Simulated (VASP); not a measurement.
Here is a VASP 6.6.1 calculation.

The input INCAR:

```
PREC = Accurate
ENCUT = 600
EDIFF = 1E-7
ISMEAR = 0
SIGMA = 0.1
LREAL = F
LASPH = T
NELM = 60
ALGO = Normal
ISIF = 3
LWAVE = F
LCHARG = F
GGA = PE
IBRION = 2
NSW = 90
EDIFFG = -0.04
```

KPOINTS

```
Automatic mesh
0
Gamma
  6 6 6
```

POSCAR

```
Be2Cd2O
1.0
    0.0000000000      2.4764198300      5.3762913600
    2.4513196100      0.0000000000      5.3762913600
    2.4513196100      2.4764198300      0.0000000000
Be Cd O
2 2 1
Direct
    0.3632000100      0.3632000100      0.6367999900
    0.6367999900      0.6367999900      0.3632000100
    0.7500000000      0.7500000000      0.7500000000
    0.2500000000      0.2500000000      0.2500000000
    0.0000000000      0.0000000000      0.0000000000
```

Potentials or basis: VASP PAW PBE potentials, release 64 (Be, Cd, O).

Command:

```console
$ cat potpaw_PBE.64/Be/POTCAR potpaw_PBE.64/Cd/POTCAR potpaw_PBE.64/O/POTCAR > POTCAR
$ mpirun -np 1 vasp_std > vasp.out
```

(1) What does it give for the relaxed cell?

(2) Predict the band gap on the k mesh.

(3) What does it give for the relaxed volume?

(4) What does it give for the space group after relaxing (to 0.1 Å)?

Answers

(1) a = 5.789 Å, b = 5.780 Å, c = 4.092 Å, α = 69.40°, β = 69.17°, γ = 41.43°.

(2) zero (bands 17 and 18 overlap by 2.05 eV).

(3) 16.78 Å³/atom.

(4) I4/mmm (No. 139).

Caveat: the volume moved by over 15 % at a fixed basis, so the end points are rough.
